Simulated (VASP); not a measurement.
# KTaO3 in VASP: notebook

KTaO3 is run at these levels: PBE, r2SCAN; tasks: single point.

Program: VASP 6.6.1. These are calculated values, not measurements. Logs are shortened: lines on timing, memory, paths and dates and some standing lists are left out, and cuts for length are marked.

## (1) The cell of the first run

Symmetry: Pm-3m, No. 221, cubic system. Conventional cell: a = 3.990 Å, b = 3.990 Å, c = 3.990 Å, α = 90.00°, β = 90.00°, γ = 90.00°. Within 3.7 Å of K (site symmetry m-3m) lie 12 O at 2.82 Å and 8 Ta at 3.46 Å. Ta (site symmetry m-3m) has 6 O at 2.00 Å within 2.6 Å. O (site symmetry 4/mmm) has 2 Ta at 2.00 Å within 2.6 Å.

## (2) Single point, PBE

The input, INCAR:

```
ALGO = Normal ; EDIFF = 1E-6
ENCUT = 520 ; GGA = PE
ISIF = 2 ; ISMEAR = -1
LASPH = True ; LCHARG = False
LREAL = False ; LWAVE = False
NBANDS = 27 ; NELM = 80
PREC = Accurate ; SIGMA = 0.02
```

The input, KPOINTS:

```
k-points
0
Gamma
  6 6 6
```

The input, POSCAR:

```
KTaO3
1.0
    3.9901311030      0.0000000000      0.0000000000
    0.0000000000      3.9901311030      0.0000000000
    0.0000000000      0.0000000000      3.9901311030
K Ta O
1 1 3
Direct
    0.0000000000      0.0000000000      0.0000000000
    0.5000000000      0.5000000000      0.5000000000
    0.5000000000      0.5000000000      0.0000000000
    0.5000000000      0.0000000000      0.5000000000
    0.0000000000      0.5000000000      0.5000000000
```

Potentials or basis: VASP PAW PBE potentials, release 64 (K_sv, Ta_pv, O).

The run is started by

```sh
$ cat potpaw_PBE.64/K_sv/POTCAR potpaw_PBE.64/Ta_pv/POTCAR potpaw_PBE.64/O/POTCAR > POTCAR
$ mpirun -np 1 vasp_std > vasp.out
```

OUTCAR:

```text
EDIFF = 1E-6
   ENCUT = 520
   GGA = PE
   ISIF = 2
   ISMEAR = -1
   LASPH = True
   LREAL = False
   NELM = 80
   PREC = Accurate

 ion  position               nearest neighbor table
   1  0.000  0.000  0.000-   3 2.82   4 2.82   5 2.82   4 2.82   5 2.82   3 2.82   5 2.82   5 2.82
                             3 2.82   4 2.82   4 2.82   3 2.82   2 3.46   2 3.46   2 3.46   2 3.46
   2  0.500  0.500  0.500-   3 2.00   4 2.00   5 2.00   3 2.00   4 2.00   5 2.00   1 3.46   1 3.46
                             1 3.46   1 3.46   1 3.46   1 3.46   1 3.46   1 3.46
   3  0.500  0.500  0.000-   2 2.00   2 2.00   1 2.82   1 2.82   1 2.82   1 2.82
   4  0.500  0.000  0.500-   2 2.00   2 2.00   1 2.82   1 2.82   1 2.82   1 2.82
   5  0.000  0.500  0.500-   2 2.00   2 2.00   1 2.82   1 2.82   1 2.82   1 2.82

  LATTYP: Found a simple cubic cell.
 ALAT       =     3.9901311030

  Lattice vectors:

 A1 = (   3.9901311030,   0.0000000000,   0.0000000000)
 A2 = (   0.0000000000,   3.9901311030,   0.0000000000)
 A3 = (   0.0000000000,   0.0000000000,   3.9901311030)

Analysis of symmetry for initial positions (statically):
=====================================================================
 Subroutine PRICEL returns:
 Original cell was already a primitive cell.

 Routine SETGRP: Setting up the symmetry group for a
 simple cubic supercell.

 Subroutine GETGRP returns: Found 48 space group operations
 (whereof 48 operations were pure point group operations)
 out of a pool of 48 trial point group operations.

The static configuration has the point symmetry O_h .

Analysis of symmetry for dynamics (positions and initial velocities):
=====================================================================
 Subroutine PRICEL returns:
 Original cell was already a primitive cell.

 Routine SETGRP: Setting up the symmetry group for a
 simple cubic supercell.

 Subroutine GETGRP returns: Found 48 space group operations
 (whereof 48 operations were pure point group operations)
 out of a pool of 48 trial point group operations.

The dynamic configuration has the point symmetry O_h .

 Subroutine INISYM returns: Found 48 space group operations
 (whereof 48 operations are pure point group operations),
 and found     1 'primitive' translations

----------------------------------------------------------------------------------------

                                     Primitive cell

  volume of cell :      63.5275

  direct lattice vectors                    reciprocal lattice vectors
     3.990131103  0.000000000  0.000000000     0.250618332  0.000000000  0.000000000
     0.000000000  3.990131103  0.000000000     0.000000000  0.250618332  0.000000000
     0.000000000  0.000000000  3.990131103     0.000000000  0.000000000  0.250618332

  length of vectors
     3.990131103  3.990131103  3.990131103     0.250618332  0.250618332  0.250618332

  position of ions in fractional coordinates (direct lattice)
     0.000000000  0.000000000  0.000000000
     0.500000000  0.500000000  0.500000000
     0.500000000  0.500000000  0.000000000
     0.500000000  0.000000000  0.500000000
     0.000000000  0.500000000  0.500000000

  ion indices of the primitive-cell ions
   primitive index   ion index
                 1           1
                 2           2
                 3           3
                 4           4
                 5           5

----------------------------------------------------------------------------------------

 KPOINTS: k-points

Automatic generation of k-mesh.
 Grid dimensions read from file:
 generate k-points for:    6    6    6

 Generating k-lattice:

  Cartesian coordinates                     Fractional coordinates (reciprocal lattice)
     0.041769722  0.000000000  0.000000000     0.166666667  0.000000000  0.000000000
     0.000000000  0.041769722  0.000000000     0.000000000  0.166666667  0.000000000
     0.000000000  0.000000000  0.041769722     0.000000000  0.000000000  0.166666667

  Length of vectors
     0.041769722  0.041769722  0.041769722

  Shift w.r.t. Gamma in fractional coordinates (k-lattice)
     0.000000000  0.000000000  0.000000000

 Subroutine IBZKPT returns following result:
 ===========================================

 Found     20 irreducible k-points:

 Following reciprocal coordinates:
            Coordinates               Weight
  0.000000  0.000000  0.000000      1.000000
  0.166667  0.000000  0.000000      6.000000
  0.333333  0.000000  0.000000      6.000000
  0.500000  0.000000  0.000000      3.000000
  0.166667  0.166667  0.000000     12.000000
  0.333333  0.166667  0.000000     24.000000
[... 12 lines left out ...]
  0.500000  0.500000  0.333333      6.000000
  0.500000  0.500000  0.500000      1.000000
   k-points           NKPTS =     20   k-points in BZ     NKDIM =     20   number of bands    NBANDS=     27
   number of dos      NEDOS =    301   number of ions     NIONS =      5
   total plane-waves  NPLWV =  27000
[... 67 lines left out ...]
 fundamental gap:      2.1716042489
 Fermi energy:         2.3495256445

 k-point     1 :       0.0000    0.0000    0.0000
  band No.  band energies     occupation
      1     -32.3384      2.00000
      2     -32.3384      2.00000
      3     -32.3384      2.00000
      4     -25.5311      2.00000
      5     -15.7536      2.00000
      6     -15.0476      2.00000
[... 19 lines left out ...]
     26       9.8564      0.00000
     27       9.8564      0.00000

 k-point     2 :       0.1667    0.0000    0.0000
  band No.  band energies     occupation
      1     -32.3612      2.00000
      2     -32.3375      2.00000
      3     -32.3375      2.00000
      4     -25.5242      2.00000
      5     -15.6848      2.00000
      6     -15.0417      2.00000
[... 19 lines left out ...]
     26      10.1957      0.00000
     27      10.2802      0.00000

 k-point     3 :       0.3333    0.0000    0.0000
  band No.  band energies     occupation
      1     -32.4062      2.00000
      2     -32.3358      2.00000
      3     -32.3358      2.00000
      4     -25.5104      2.00000
      5     -15.6441      2.00000
      6     -15.0303      2.00000
[... 19 lines left out ...]
     26      10.9165      0.00000
     27      11.8136      0.00000

 k-point     4 :       0.5000    0.0000    0.0000
  band No.  band energies     occupation
      1     -32.4284      2.00000
      2     -32.3349      2.00000
      3     -32.3349      2.00000
      4     -25.5035      2.00000
      5     -15.6487      2.00000
      6     -15.0241      2.00000
[... 19 lines left out ...]
     26      11.3046      0.00000
     27      12.2616      0.00000

 k-point     5 :       0.1667    0.1667    0.0000
  band No.  band energies     occupation
      1     -32.3605      2.00000
      2     -32.3599      2.00000
      3     -32.3367      2.00000
      4     -25.5181      2.00000
      5     -15.5881      2.00000
      6     -14.9432      2.00000
[... 19 lines left out ...]
     26      10.5173      0.00000
     27      10.6375      0.00000

 k-point     6 :       0.3333    0.1667    0.0000
  band No.  band energies     occupation
      1     -32.4051      2.00000
      2     -32.3584      2.00000
      3     -32.3349      2.00000
      4     -25.5060      2.00000
      5     -15.5118      2.00000
      6     -14.9055      2.00000
[... 324 lines left out ...]
      1     -32.4004      2.00000
      2     -32.3998      2.00000
      3     -32.3998      2.00000
      4     -25.4855      2.00000
      5     -14.6531      2.00000
      6     -14.3882      2.00000
[... 19 lines left out ...]
     26      13.0591      0.00000
     27      13.0945      0.00000

 k-point    18 :       0.5000    0.3333    0.3333
  band No.  band energies     occupation
      1     -32.4220      2.00000
      2     -32.3992      2.00000
      3     -32.3989      2.00000
      4     -25.4816      2.00000
      5     -14.5610      2.00000
      6     -14.3716      2.00000
[... 19 lines left out ...]
     26      13.0583      0.00000
     27      13.2330      0.00000

 k-point    19 :       0.5000    0.5000    0.3333
  band No.  band energies     occupation
      1     -32.4209      2.00000
      2     -32.4209      2.00000
      3     -32.3981      2.00000
      4     -25.4778      2.00000
      5     -14.4473      2.00000
      6     -14.1425      2.00000
[... 19 lines left out ...]
     26      12.9357      0.00000
     27      13.4322      0.00000

 k-point    20 :       0.5000    0.5000    0.5000
  band No.  band energies     occupation
      1     -32.4200      2.00000
      2     -32.4200      2.00000
      3     -32.4200      2.00000
      4     -25.4739      2.00000
      5     -14.1206      2.00000
      6     -14.1206      2.00000
[... 19 lines left out ...]
     26      12.6450      0.00000
     27      13.9763      0.00000

------------------------ aborting loop because EDIFF is reached ----------------------------------------

  FORCE on cell =-STRESS in cart. coord.  units (eV):
  Direction    XX          YY          ZZ          XY          YZ          ZX
  --------------------------------------------------------------------------------------
  -------------------------------------------------------------------------------------
  Total        2.2939315      2.2939315      2.2939315      0.0000000      0.0000000      0.0000000
  in kB       57.8534863     57.8534863     57.8534863      0.0000000      0.0000000      0.0000000
  external PRESSURE =      57.8534863 kB  Pullay stress =       0.0000000 kB

 VOLUME and BASIS-vectors are now :
 -----------------------------------------------------------------------------
  energy-cutoff  :      520.00
  volume of cell :       63.53
      direct lattice vectors                 reciprocal lattice vectors
     3.990131103  0.000000000  0.000000000     0.250618332  0.000000000  0.000000000
     0.000000000  3.990131103  0.000000000     0.000000000  0.250618332  0.000000000
     0.000000000  0.000000000  3.990131103     0.000000000  0.000000000  0.250618332

 POSITION                                       TOTAL-FORCE (eV/Angst)
 -----------------------------------------------------------------------------------
      0.00000      0.00000      0.00000         0.000000      0.000000      0.000000
      1.99507      1.99507      1.99507         0.000000      0.000000      0.000000
      1.99507      1.99507      0.00000         0.000000      0.000000      0.000000
      1.99507      0.00000      1.99507         0.000000      0.000000      0.000000
      0.00000      1.99507      1.99507         0.000000      0.000000      0.000000
 -----------------------------------------------------------------------------------
    total drift:                                0.000000      0.000000     -0.000000

  FREE ENERGIE OF THE ION-ELECTRON SYSTEM (eV)
  ---------------------------------------------------
  free  energy   TOTEN  =       -41.0323231498 eV

  energy  without entropy=      -41.0323231498  energy(sigma->0) =      -41.03232315
```

It took 56 s on 1 thread of Intel Xeon 8259CL, shared host; peak memory 0.18 GiB.

Results:

| Property | Result |
| --- | --- |
| Free energy | -41.0323 eV |
| Pressure | 5.8 GPa |
| Band gap on the k mesh | 2.17 eV (least direct gap 2.79 eV) |

Caveat: the cell stands under pressure; spin-orbit coupling is left out, which moves the levels of the heavy elements. A k mesh can miss the band edges.

## (3) Single point, r2SCAN

POSCAR is that of step 2.

The input, INCAR.step1:

```
PREC = Accurate ; ENCUT = 520
ISMEAR = 0 ; SIGMA = 0.01
LREAL = F ; LASPH = T
NELM = 80 ; NBANDS = 27
GGA = PE ; ALGO = Normal
EDIFF = 1E-4 ; LWAVE = T
LCHARG = F
```

The input, INCAR.step2:

```
PREC = Accurate ; ENCUT = 520
EDIFF = 1E-6 ; ISMEAR = 0
SIGMA = 0.01 ; LREAL = F
LASPH = T ; NELM = 80
ALGO = Normal ; ISIF = 2
LWAVE = F ; LCHARG = F
METAGGA = R2SCAN ; LMIXTAU = T
NBANDS = 27 ; ISTART = 1
```

The input, KPOINTS:

```
regular mesh
0
Gamma
  6 6 6
```

Potentials or basis: VASP PAW PBE potentials, release 64 (K_sv, Ta_pv, O).

The run is started by

```sh
$ cat potpaw_PBE.64/K_sv/POTCAR potpaw_PBE.64/Ta_pv/POTCAR potpaw_PBE.64/O/POTCAR > POTCAR
$ cp INCAR.step1 INCAR
$ mpirun -np 1 vasp_std > vasp.out
$ cp INCAR.step2 INCAR
$ mpirun -np 1 vasp_std > vasp.out
```

Wall time 4.1 min (1 thread of Intel Xeon 8259CL, shared host); peak memory 0.19 GiB.

It converged, with:

* Free energy: -87.1625 eV
* Pressure: 0.9 GPa
* Band gap on the k mesh: 2.59 eV (least direct gap 3.25 eV)

Levels at points of the mesh, in eV from the valence-band top:
```csv
k point,band 17,band 18,band 19,band 20,band 21,band 22
"(0.00, 0.00, 0.00)",-0.65,-0.65,-0.65,2.59,2.59,2.59
"(0.50, 0.00, 0.00)",-1.54,-0.89,-0.89,2.75,5.43,5.43
"(0.50, 0.50, 0.00)",-1.46,-1.46,-0.04,5.46,5.46,6.77
"(0.50, 0.50, 0.50)",0.00,0.00,0.00,6.91,6.91,6.91
```

Caveat: the PAW data sets were made with another functional, which shifts forces and pressure a little; spin-orbit coupling is left out, which moves the levels of the heavy elements.

## (4) Single point, PBE (uniaxial z strain -4.0%)

The input, INCAR:

```
  PREC = Accurate
  ENCUT = 520
  EDIFF = 1E-6
  ISMEAR = -1
  SIGMA = 0.02
  LREAL = False
  LASPH = True
  NELM = 60
  ALGO = Normal
  ISIF = 2
  LWAVE = False
  LCHARG = False
  GGA = PE
  NBANDS = 27
```

KPOINTS is that of step 3.

POSCAR, as its differences from that of step 3:

```diff
@@ -4,3 +4,3 @@
     0.0000000000      3.9901311030      0.0000000000
-    0.0000000000      0.0000000000      3.9901311030
+    0.0000000000      0.0000000000      3.8305258589
 K Ta O
```

The run is started by

```sh
$ cat potpaw_PBE.64/K_sv/POTCAR potpaw_PBE.64/Ta_pv/POTCAR potpaw_PBE.64/O/POTCAR > POTCAR
$ mpirun -np 1 vasp_std > vasp.out
```

It took 86 s on 1 thread of Intel Xeon 8259CL, shared host; peak memory 0.21 GiB.

Results (log left out):

```
Free energy            : -40.7652 eV
Pressure               : 16.1 GPa
Band gap on the k mesh : 2.18 eV (least direct gap 2.76 eV)
```

Stress tensor (GPa, compression positive):
```
 9.60  0.00  0.00
 0.00  9.60  0.00
 0.00  0.00 29.08
```

Levels at points of the mesh, in eV from the valence-band top:
```
           k point  band 17  band 18  band 19  band 20  band 21  band 22
(0.00, 0.00, 0.00)    -0.63    -0.63    -0.58     2.18     2.25     2.25
(0.50, 0.00, 0.00)    -1.64    -0.93    -0.82     2.41     5.07     5.07
(0.50, 0.50, 0.00)    -1.81    -1.55    -0.06     5.11     5.11     6.38
(0.00, 0.00, 0.50)    -1.58    -0.83    -0.83     2.40     5.64     5.64
(0.50, 0.00, 0.50)    -1.39    -1.36    -0.10     5.13     5.67     6.82
(0.50, 0.50, 0.50)    -0.05    -0.05     0.00     6.56     6.97     6.97
```

Caveat: the cell differs from its parent crystal (uniaxial z strain -4.0%); the cell stands under pressure; spin-orbit coupling is left out, which moves the levels of the heavy elements.

## (5) Single point, PBE (uniaxial z strain -3.0%)

INCAR, as its differences from that of step 4:

```diff
@@ -7,3 +7,3 @@
   LASPH = True
-  NELM = 60
+  NELM = 80
   ALGO = Normal
```

The input, KPOINTS:

```
Automatic mesh
0
Gamma
  6 6 6
```

POSCAR, as its differences from that of step 4:

```diff
@@ -4,3 +4,3 @@
     0.0000000000      3.9901311030      0.0000000000
-    0.0000000000      0.0000000000      3.8305258589
+    0.0000000000      0.0000000000      3.8704271699
 K Ta O
```

The run is started by

```sh
$ cat potpaw_PBE.64/K_sv/POTCAR potpaw_PBE.64/Ta_pv/POTCAR potpaw_PBE.64/O/POTCAR > POTCAR
$ mpirun -np 1 vasp_std > vasp.out
```

Wall time 95 s (1 thread of Intel Xeon 8259CL, shared host); peak memory 0.21 GiB.

Results (log left out):

| Quantity | Value |
| --- | --- |
| Free energy | -40.8677 eV |
| Pressure | 13.2 GPa |
| Band gap on the k mesh | 2.18 eV (least direct gap 2.78 eV) |

Stress tensor (GPa, compression positive):
```
 8.58  0.00  0.00
 0.00  8.58  0.00
 0.00  0.00 22.34
```

Levels at points of the mesh, in eV from the valence-band top:
| k point | band 15 | band 16 | band 17 | band 18 | band 19 | band 20 | band 21 | band 22 | band 23 | band 24 |
| --- | --- | --- | --- | --- | --- | --- | --- | --- | --- | --- |
| (0.00, 0.00, 0.00) | -1.19 | -1.01 | -0.63 | -0.63 | -0.60 | 2.18 | 2.23 | 2.23 | 6.69 | 6.82 |
| (0.50, 0.00, 0.00) | -2.30 | -2.23 | -1.62 | -0.91 | -0.83 | 2.39 | 5.05 | 5.05 | 7.15 | 9.06 |
| (0.50, 0.50, 0.00) | -2.77 | -1.71 | -1.71 | -1.59 | -0.05 | 5.09 | 5.09 | 6.37 | 8.56 | 10.04 |
| (0.00, 0.00, 0.50) | -2.32 | -2.13 | -1.56 | -0.84 | -0.84 | 2.38 | 5.47 | 5.47 | 6.87 | 8.67 |
| (0.50, 0.00, 0.50) | -2.84 | -1.61 | -1.40 | -1.38 | -0.08 | 5.11 | 5.50 | 6.68 | 7.76 | 10.24 |
| (0.50, 0.50, 0.50) | -4.16 | -3.80 | -0.04 | -0.04 | 0.00 | 6.53 | 6.83 | 6.83 | 8.84 | 9.03 |

Caveat: the cell differs from its parent crystal (uniaxial z strain -3.0%); the cell stands under pressure; spin-orbit coupling is left out, which moves the levels of the heavy elements. A k mesh can miss the band edges.

## (6) The runs side by side

| level | cell | smearing | gap on the mesh (eV) | pressure (GPa) |
| --- | --- | --- | --- | --- |
| PBE | a = 3.990 Å, 5 atoms | fermi-dirac 0.02 eV | 2.17 | 5.8 |
| r2SCAN | a = 3.990 Å, 5 atoms | gaussian 0.01 eV | 2.59 | 0.9 |
| PBE | a = 3.990, b = 3.990, c = 3.831 Å, 5 atoms | fermi-dirac 0.02 eV | 2.18 | 16.1 |
| PBE | a = 3.990, b = 3.990, c = 3.870 Å, 5 atoms | fermi-dirac 0.02 eV | 2.18 | 13.2 |

Alike in all rows: task single point; potentials or basis VASP PAW PBE potentials, release 64 (K_sv, Ta_pv, O); no spin polarisation; k mesh 6 × 6 × 6; cutoff (eV) 520.

Caveats: spin-orbit coupling is left out, which moves the levels of the heavy elements; the cell stands under pressure (at least some runs); the PAW data sets were made with another functional, which shifts forces and pressure a little (at least some runs).

Total energies depend on the potentials used, so only differences within one code and one set of settings carry meaning.
